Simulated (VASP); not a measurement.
# Se (P3_221) in VASP: a series of runs, part 2 of 2

VASP 6.6.1. The steps go on from the part before.

## (4) Single point, PBEsol (biaxial strain in the a-b plane: +2.0 %, then relaxed in part)

Contents of INCAR:

```
SYSTEM = Se
PREC = Accurate ; ENCUT = 520
EDIFF = 1E-7 ; ISMEAR = 0
SIGMA = 0.02 ; LREAL = .False.
LASPH = .True. ; NELM = 100
ALGO = Normal ; ISIF = 2
LWAVE = .False. ; LCHARG = .False.
GGA = PS ; NBANDS = 16
```

Contents of KPOINTS:

```
regular mesh
0
Gamma
  12 12 8
  0 0 0
```

Contents of POSCAR:

```
Se
1.0
    4.1192383361      0.0000000000      0.0000000000
   -2.0596191681      3.5673650433      0.0000000000
    0.0000000000      0.0000000000      5.0687711823
Se
3
Direct
    0.2440681148      0.0000000000      0.1666666667
    0.0000000000      0.2440681148      0.8333333333
    0.7559318852      0.7559318852      0.5000000000
```

Potentials or basis: VASP PAW PBE potentials, release 64 (Se).

Launch:

```sh
$ cat potpaw_PBE.64/Se/POTCAR > POTCAR
$ mpirun -np 1 vasp_std > vasp.out
```

OUTCAR:

```text
SYSTEM = Se
   PREC = Accurate
   ENCUT = 520
   EDIFF = 1E-7
   ISMEAR = 0
   LREAL = .False.
   LASPH = .True.
   NELM = 100
   ISIF = 2
   GGA = PS

 ion  position               nearest neighbor table
   1  0.244  0.000  0.167-   3 2.43   2 2.43
   2  0.000  0.244  0.833-   3 2.43   1 2.43
   3  0.756  0.756  0.500-   1 2.43   2 2.43

  LATTYP: Found a hexagonal cell.
 ALAT       =     4.1192383361
 C/A-ratio  =     1.2305117521

  Lattice vectors:

 A1 = (   4.1192383361,   0.0000000000,   0.0000000000)
 A2 = (  -2.0596191681,   3.5673650433,   0.0000000000)
 A3 = (   0.0000000000,   0.0000000000,   5.0687711823)

Analysis of symmetry for initial positions (statically):
=====================================================================
 Subroutine PRICEL returns:
 Original cell was already a primitive cell.

 Routine SETGRP: Setting up the symmetry group for a
 hexagonal supercell.

 Subroutine GETGRP returns: Found  6 space group operations
[... 163 lines left out ...]
  ---------------------------------------------------
  ext. energy  EPLUGINS =         0.00000000
  ---------------------------------------------------
  free energy    TOTEN  =       -11.55547543 eV

  energy without entropy =      -11.55547543  energy(sigma->0) =      -11.55547543

 E-fermi :   3.5769     XC(G=0):  -9.5378

 val. band max:        3.4777105512   @ k =   0.4167   0.1667   0.5000
 cond. band min:       4.0501638562   @ k =   0.3333   0.3333   0.5000
 fundamental gap:      0.5724533050
 Fermi energy:         3.5768770130

 k-point     1 :       0.0000    0.0000    0.0000
  band No.  band energies     occupation
      1     -12.5358      2.00000
      2      -8.4366      2.00000
      3      -8.4366      2.00000
      4      -0.3059      2.00000
      5      -0.1043      2.00000
      6      -0.1043      2.00000
[... 433 lines left out ...]
      3      -7.7326      2.00000
      4      -1.2019      2.00000
      5      -0.5586      2.00000
      6      -0.0969      2.00000
[... 8 lines left out ...]
     15      11.0312      0.00000
     16      11.1465      0.00000

 [... further k-points ...]
[... 5 lines left out ...]
  --------------------------------------------------------------------------------------
  -------------------------------------------------------------------------------------
  Total       -0.1809997     -0.1809997      0.1050957      0.0000000      0.0000000      0.0000000
  in kB       -3.8933315     -3.8933315      2.2606248      0.0000000      0.0000000      0.0000000
  external PRESSURE =      -1.8420127 kB  Pullay stress =       0.0000000 kB

 VOLUME and BASIS-vectors are now :
 -----------------------------------------------------------------------------
  energy-cutoff  :      520.00
  volume of cell :       74.48
      direct lattice vectors                 reciprocal lattice vectors
     4.119238336  0.000000000  0.000000000     0.242763326  0.140159472  0.000000000
    -2.059619168  3.567365043  0.000000000     0.000000000  0.280318943  0.000000000
     0.000000000  0.000000000  5.068771182     0.000000000  0.000000000  0.197286475

 POSITION                                       TOTAL-FORCE (eV/Angst)
 -----------------------------------------------------------------------------------
      1.00537      0.00000      0.84480         0.032749      0.000000      0.000000
     -0.50269      0.87068      4.22398        -0.016374      0.028361     -0.000000
      1.55693      2.69668      2.53439        -0.016374     -0.028361     -0.000000
 -----------------------------------------------------------------------------------
    total drift:                                0.000000      0.000000      0.000000

  FREE ENERGIE OF THE ION-ELECTRON SYSTEM (eV)
  ---------------------------------------------------
  free  energy   TOTEN  =       -11.5554754256 eV

  energy  without entropy=      -11.5554754256  energy(sigma->0) =      -11.55547543
```

Wall time 2.9 min (1 thread of Oxide Virtual Turin-like, shared host); peak memory 0.24 GiB.

Results:

```yaml
Free_energy: -11.5555 eV
Pressure: -0.2 GPa
Largest_force: 0.033 eV/Å
Band_gap_on_the_k_mesh: 0.57 eV (least direct gap 0.64 eV)
```

Forces in eV/Å, atoms in the order of the input:
```
Se   0.033  0.000  0.000
Se  -0.016  0.028  0.000
Se  -0.016 -0.028  0.000
```

Levels at points of the mesh, in eV from the valence-band top:
| k point | band 6 | band 7 | band 8 | band 9 | band 10 | band 11 | band 12 | band 13 |
| --- | --- | --- | --- | --- | --- | --- | --- | --- |
| (0.00, 0.00, 0.00) | -3.58 | -1.98 | -1.98 | -0.55 | 1.48 | 1.48 | 1.95 | 6.25 |
| (0.50, 0.00, 0.00) | -3.81 | -3.48 | -1.58 | -1.03 | 1.48 | 1.75 | 4.22 | 4.42 |
| (0.00, 0.00, 0.50) | -3.22 | -1.48 | -1.48 | -1.38 | 0.86 | 0.86 | 0.93 | 5.67 |
| (0.50, 0.00, 0.50) | -4.31 | -2.41 | -1.88 | -0.06 | 1.38 | 2.56 | 2.85 | 5.95 |

Caveat: the cell differs from its parent crystal (biaxial strain in the a-b plane: +2.0 %, then relaxed in part); semilocal functionals underestimate gaps, and a narrow one can read as zero; the PAW data sets were made with another functional, which shifts forces and pressure a little.

## (5) Single point, PBEsol (biaxial strain in the a-b plane: +2.0 %)

Contents of INCAR:

```
SYSTEM = Se
PREC = Accurate
ENCUT = 520
EDIFF = 1E-6
ISMEAR = 0
SIGMA = 0.02
LREAL = .False.
LASPH = .True.
NELM = 80
ALGO = Normal
ISIF = 2
LWAVE = .False.
LCHARG = .False.
GGA = PS
NBANDS = 16
```

Contents of KPOINTS:

```
Automatic mesh
0
Gamma
  12 12 8
  0 0 0
```

Contents of POSCAR:

```
Se
1.0
    4.1192383361      0.0000000000      0.0000000000
   -2.0596191681      3.5673650433      0.0000000000
    0.0000000000      0.0000000000      5.0600068443
Se
3
Direct
    0.2487357190      0.0000000000      0.1666666667
    0.0000000000      0.2487357190      0.8333333333
    0.7512642810      0.7512642810      0.5000000000
```

Launch:

```sh
$ cat potpaw_PBE.64/Se/POTCAR > POTCAR
$ mpirun -np 1 vasp_std > vasp.out
```

Wall time 2.8 min (1 thread of Oxide Virtual Turin-like, shared host); peak memory 0.24 GiB.

It converged, with:

| Property | Result |
| --- | --- |
| Free energy | -11.5520 eV |
| Pressure | -1.0 GPa |
| Largest force | 0.154 eV/Å |
| Band gap on the k mesh | 0.59 eV (least direct gap 0.66 eV) |

Forces in eV/Å, atoms in the order of the input:
```
Se  -0.154  0.000  0.000
Se   0.077 -0.133  0.000
Se   0.077  0.133  0.000
```

Stress tensor (GPa, compression positive):
```
-1.20  0.00  0.00
 0.00 -1.20  0.00
 0.00  0.00 -0.55
```

Levels at points of the mesh, in eV from the valence-band top:
```csv
k point,band 5,band 6,band 7,band 8,band 9,band 10,band 11,band 12,band 13,band 14
"(0.00, 0.00, 0.00)",-3.54,-3.54,-1.98,-1.98,-0.62,1.42,1.42,1.84,6.28,6.28
"(0.50, 0.00, 0.00)",-4.96,-3.87,-3.50,-1.50,-1.02,1.40,1.61,4.15,4.31,8.23
"(0.00, 0.00, 0.50)",-3.22,-3.22,-1.48,-1.48,-1.38,0.73,0.73,0.88,5.69,6.80
"(0.50, 0.00, 0.50)",-4.39,-4.30,-2.48,-1.93,-0.04,1.39,2.50,2.81,5.95,7.35
```

Caveat: the cell differs from its parent crystal (biaxial strain in the a-b plane: +2.0 %); semilocal functionals underestimate gaps, and a narrow one can read as zero; the PAW data sets were made with another functional, which shifts forces and pressure a little. A k mesh can miss the band edges.

## (6) Single point, PBEsol

This run uses another cell than the first one, of 24.83 Å³/atom.

Contents of INCAR:

```
ALGO = Normal ; EDIFF = 1E-7
ENCUT = 520 ; GGA = PS
ISIF = 2 ; ISMEAR = 0
LASPH = True ; LCHARG = False
LREAL = False ; LWAVE = False
NBANDS = 16 ; NELM = 60
PREC = Accurate ; SIGMA = 0.02
```

Contents of KPOINTS:

```
k-points
0
Gamma
  12 12 8
```

Contents of POSCAR:

```
Se
1.0
    4.1192383361      0.0000000000      0.0000000000
   -2.0596191681      3.5673650433      0.0000000000
    0.0000000000      0.0000000000      5.0687711823
Se
3
Direct
    0.2440681148      0.0000000000      0.1666666667
    0.0000000000      0.2440681148      0.8333333333
    0.7559318852      0.7559318852      0.5000000000
```

Potentials or basis: VASP PAW PBE potentials, release 64 (Se).

Launch:

```sh
$ cat potpaw_PBE.64/Se/POTCAR > POTCAR
$ mpirun -np 1 vasp_std > vasp.out
```

Run time: 2.4 min. Hardware: 1 thread of Oxide Virtual Turin-like, shared host; peak memory 0.23 GiB.

It converged, with:

- Free energy: -11.5555 eV
- Pressure: -0.2 GPa
- Largest force: 0.033 eV/Å
- Band gap on the k mesh: 0.57 eV (least direct gap 0.64 eV)

Forces in eV/Å, atoms in the order of the input:
```
Se   0.033  0.000  0.000
Se  -0.016  0.028  0.000
Se  -0.016 -0.028  0.000
```

Stress tensor (GPa, compression positive):
```
-0.39  0.00  0.00
 0.00 -0.39  0.00
 0.00  0.00  0.23
```

Levels at points of the mesh, in eV from the valence-band top:
```csv
k point,band 7,band 8,band 9,band 10,band 11,band 12
"(0.00, 0.00, 0.00)",-1.98,-1.98,-0.55,1.48,1.48,1.95
"(0.50, 0.00, 0.00)",-3.48,-1.58,-1.03,1.48,1.75,4.22
"(0.00, 0.00, 0.50)",-1.48,-1.48,-1.38,0.86,0.86,0.93
"(0.50, 0.00, 0.50)",-2.41,-1.88,-0.06,1.38,2.56,2.85
```

Caveat: semilocal functionals underestimate gaps, and a narrow one can read as zero; the PAW data sets were made with another functional, which shifts forces and pressure a little. Expect the measured gap to be larger: semilocal functionals such as PBEsol lack the derivative discontinuity.

## (7) Summary

| cell | gap on the mesh (eV) | pressure (GPa) | largest force (eV/Å) |
| --- | --- | --- | --- |
| a = 4.038, b = 4.038, c = 5.121 Å, angles 90.0, 90.0, 120.0°, 3 atoms, atomic positions A | 0.44 | 0.2 | 0.03 |
| a = 4.119, b = 4.119, c = 5.069 Å, angles 90.0, 90.0, 120.0°, 3 atoms, atomic positions B | 0.57 | -0.2 | 0.03 |
| a = 4.119, b = 4.119, c = 5.060 Å, angles 90.0, 90.0, 120.0°, 3 atoms, atomic positions A | 0.59 | -1.0 | 0.15 |

Alike in all rows: task single point; level PBEsol; potentials or basis VASP PAW PBE potentials, release 64 (Se); no spin polarisation; k mesh 12 × 12 × 8; cutoff (eV) 520; smearing gaussian 0.02 eV.

Caveats: semilocal functionals underestimate gaps, and a narrow one can read as zero; the PAW data sets were made with another functional, which shifts forces and pressure a little.

Absolute energies hang on the potentials; compare differences alone.
